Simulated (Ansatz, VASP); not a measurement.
InO in VASP and in Ansatz

```
In O
1.0
     3.34562    0.00000    0.00000
    -1.67281    2.89739    0.00000
     0.00000    0.00000   16.91867
In O
2 2
Direct
  0.66667 0.33333 0.59002
  0.66667 0.33333 0.40998
  0.00000 0.00000 0.63987
  0.00000 0.00000 0.36013
```

Alike in both runs: task single point; functional PBEsol; k mesh 12 × 12 × 4; occupations gaussian, width 0.03 eV; no spin polarisation.

|  | VASP | Ansatz |
| --- | --- | --- |
| version | VASP 6.6.1 | Ansatz 0.2.0 |
| potentials or method | VASP PAW PBE potentials, release 64 (In_d, O), cutoff 520 eV | scalar-relativistic, plane waves, PAW |
| valence electrons in the cell | 38 | 38 |

VASP gave:

| Quantity | Value |
| --- | --- |
| gap on the k mesh at the Fermi level (eV) | none |
| rms of the force components (eV/Å) | 0.284 |

Question: Estimate Ansatz's values.

Answer: gap on the k mesh at the Fermi level (eV): none; rms of the force components (eV/Å): 0.274.

VASP's potentials were made for PBE, not for PBEsol. Atom by atom the forces differ by 0.021 eV/Å (rms over components). A gap of «none» marks a metal or a gap that the smearing closes.
